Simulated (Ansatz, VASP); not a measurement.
**One calculation of BeCd2S3, two programs**

```
CELL_PARAMETERS angstrom
3.71979 0.00000 0.00000
0.00000 3.71979 0.00000
0.00000 0.00000 9.79036
ATOMIC_POSITIONS crystal
Be 0.50000 0.50000 0.50000
Cd 0.00000 0.00000 0.00000
Cd 0.50000 0.50000 0.00000
S 0.00000 0.00000 0.26460
S 0.00000 0.00000 0.73540
S 0.00000 0.00000 0.50000
```

Alike in both runs: functional PBE; k mesh 10 × 10 × 4; occupations gaussian, width 0.1 eV; no spin polarisation.

Ansatz relaxed the structure, and its values are those at the end. VASP's run is a single point on that final structure, the one shown.

```csv
,VASP,Ansatz
version,VASP 6.6.1,Ansatz 0.2.0
potentials or method,"VASP PAW PBE potentials, release 64 (Be, Cd, S), cutoff 520 eV","scalar-relativistic, plane waves, PAW"
valence electrons in the cell,44,60
```

Ansatz gave:

| Quantity | Value |
| --- | --- |
| gap on the k mesh at the Fermi level (eV) | none |
| pressure (GPa) | 0.0 |
| rms of the force components (eV/Å) | 0.000 |

Question: Estimate VASP's values.

Answer: gap on the k mesh at the Fermi level (eV): none; pressure (GPa): 0.2; rms of the force components (eV/Å): 0.014.

A gap of «none» marks a metal or a gap that the smearing closes. The functional is the same, so the differences come from potentials, cutoffs and numerics. VASP's potentials hold 44 valence electrons a cell and Ansatz's 60, so a difference there can come from the potentials and not from the codes.
